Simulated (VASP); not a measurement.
Input of a VASP 6.6.1 run:

File POSCAR:

```
SiC
1.0
    3.0599595819      0.0000000000      0.0000000000
   -1.5299797910      2.6500027325      0.0000000000
    0.0000000000      0.0000000000      5.0633614071
Si C
2 2
Direct
    0.3333333333      0.6666666667      0.0045985929
    0.6666666667      0.3333333333      0.5045985929
    0.3333333333      0.6666666667      0.3804014071
    0.6666666667      0.3333333333      0.8804014071
```

The input INCAR.step1:

```
SYSTEM = SiC
ALGO = Normal
EDIFF = 1E-4
ENCUT = 520
GGA = PE
ISMEAR = 0
LASPH = .True.
LCHARG = .False.
LREAL = .False.
LWAVE = .True.
NBANDS = 16
NELM = 60
PREC = Accurate
SIGMA = 0.01
```

File INCAR.step2:

```
SYSTEM = SiC
ALGO = Normal
EDIFF = 1E-6
ENCUT = 520
ISIF = 2
ISMEAR = 0
ISTART = 1
LASPH = .True.
LCHARG = .False.
LMIXTAU = .True.
LREAL = .False.
LWAVE = .False.
METAGGA = R2SCAN
NBANDS = 16
NELM = 60
PREC = Accurate
SIGMA = 0.01
```

The input KPOINTS:

```
k-points
0
Gamma
  8 8 6
  0 0 0
```

Potentials or basis: VASP PAW PBE potentials, release 64 (Si, C).

Launch:

```console
$ cat potpaw_PBE.64/Si/POTCAR potpaw_PBE.64/C/POTCAR > POTCAR
$ cp INCAR.step1 INCAR
$ mpirun -np 1 vasp_std > vasp.out
$ cp INCAR.step2 INCAR
$ mpirun -np 1 vasp_std > vasp.out
```

Problem. Estimate the band gap on the k mesh.

Solution. 2.88 eV, indirect (least direct gap 4.58 eV).

Problem. Estimate the largest force.

Solution. 0.072 eV/Å.

Problem. Estimate the pressure.

Solution. 1.5 GPa.

Stress tensor (GPa, compression positive):
```
 3.08  0.00  0.00
 0.00  3.08  0.00
 0.00  0.00 -1.70
```

Caveat: the cell differs from its parent crystal (in-plane strain -0.005); the PAW data sets were made with another functional, which shifts forces and pressure a little. A k mesh can miss the band edges.
